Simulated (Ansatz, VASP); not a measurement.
## Ta4N3 in VASP and in Ansatz

INCAR

```
SYSTEM = Ta4N3
ALGO = Fast
EDIFF = 1E-6
ENCUT = 520
GGA = PS
ISIF = 2
ISMEAR = 0
LASPH = .True.
LCHARG = .False.
LREAL = .False.
LWAVE = .False.
NBANDS = 72
NELM = 80
PREC = Accurate
SIGMA = 0.15
```

Contents of KPOINTS:

```
k-points
0
Gamma
  9 9 5
  0 0 0
```

Contents of POSCAR:

```
Ta4N3
1.0
   -4.3571443853      0.0000000000      0.0000000000
    0.0000000000     -4.3571443853      0.0000000000
   -0.8714288771      0.0000000000      8.5453519637
Ta N
8 6
Direct
    0.3760800000      0.0000000000      0.6196000000
   -0.0239200000      0.5000000000      0.1196000000
   -0.1760707489      0.0000000000      0.8803537444
    0.4239292511      0.5000000000      0.3803537444
    0.4760800000      0.0000000000      0.1196000000
   -0.1239200000      0.5000000000      0.6196000000
    0.3282307489      0.5000000000      0.8588462556
    0.9282307489      1.0000000000      0.3588462556
    0.4260800000      1.0000000000      0.3696000000
   -0.1739200000      0.5000000000      0.8696000000
   -0.1239200000      0.0000000000      0.6196000000
    0.4760800000      0.5000000000      0.1196000000
    0.9260800000      0.5000000000      0.3696000000
    0.3260800000      0.0000000000      0.8696000000
```

Input for Ansatz:

```yaml
crystal:
  lattice:
    - [-4.3571443853, 0.0, 0.0]
    - [0.0, -4.3571443853, 0.0]
    - [-0.8714288771, 0.0, 8.5453519637]
  atoms:
    - { symbol: Ta, position: [0.37608, 0.0, 0.6196] }
    - { symbol: Ta, position: [-0.02392, 0.5, 0.1196] }
    - { symbol: Ta, position: [-0.1760707489, 0.0, 0.8803537444] }
    - { symbol: Ta, position: [0.4239292511, 0.5, 0.3803537444] }
    - { symbol: Ta, position: [0.47608, 0.0, 0.1196] }
    - { symbol: Ta, position: [-0.12392, 0.5, 0.6196] }
    - { symbol: Ta, position: [0.3282307489, 0.5, 0.8588462556] }
    - { symbol: Ta, position: [0.9282307489, 1.0, 0.3588462556] }
    - { symbol: "N", position: [0.42608, 1.0, 0.3696] }
    - { symbol: "N", position: [-0.17392, 0.5, 0.8696] }
    - { symbol: "N", position: [-0.12392, 0.0, 0.6196] }
    - { symbol: "N", position: [0.47608, 0.5, 0.1196] }
    - { symbol: "N", position: [0.92608, 0.5, 0.3696] }
    - { symbol: "N", position: [0.32608, 0.0, 0.8696] }
basis:
  ecutwfc: 420
kpoints:
  mp_grid: { grid: [9, 9, 5] }
hamiltonian:
  xc: pbesol
scf:
  occupations: { method: gaussian, width: 0.15 }
output:
  forces: true
  stress: true
  eigenvalues: true
```

Alike in both runs: task single point; functional PBEsol; k mesh 9 × 9 × 5; occupations gaussian, width 0.15 eV; no spin polarisation.

|  | VASP | Ansatz |
| --- | --- | --- |
| version | VASP 6.6.1 | Ansatz 0.2.0 |
| potentials or method | VASP PAW PBE potentials, release 64 (Ta_pv, N), cutoff 520 eV | scalar-relativistic, plane waves, PAW |
| valence electrons in the cell | 118 | 134 |

|  | VASP | Ansatz | Ansatz less VASP |
| --- | --- | --- | --- |
| gap on the k mesh at the Fermi level (eV) | none | none | - |
| pressure (GPa) | 4.9 | 4.1 | -0.80 |
| traceless stress, the component that is largest in VASP (GPa) | 13.95 | 13.92 | -0.031 |
| rms of the force components (eV/Å) | 1.251 | 1.250 | -0.0018 |

VASP's potentials were made for PBE, not for PBEsol. Atom by atom the forces differ by 0.010 eV/Å (rms over components). A gap of «none» marks a metal or a gap that the smearing closes. With one functional, cell and mesh, what is left measures potentials, basis and numerics. VASP's potentials hold 118 valence electrons a cell and Ansatz's 134, so a difference there can come from the potentials and not from the codes.

Spin-orbit coupling is off throughout.
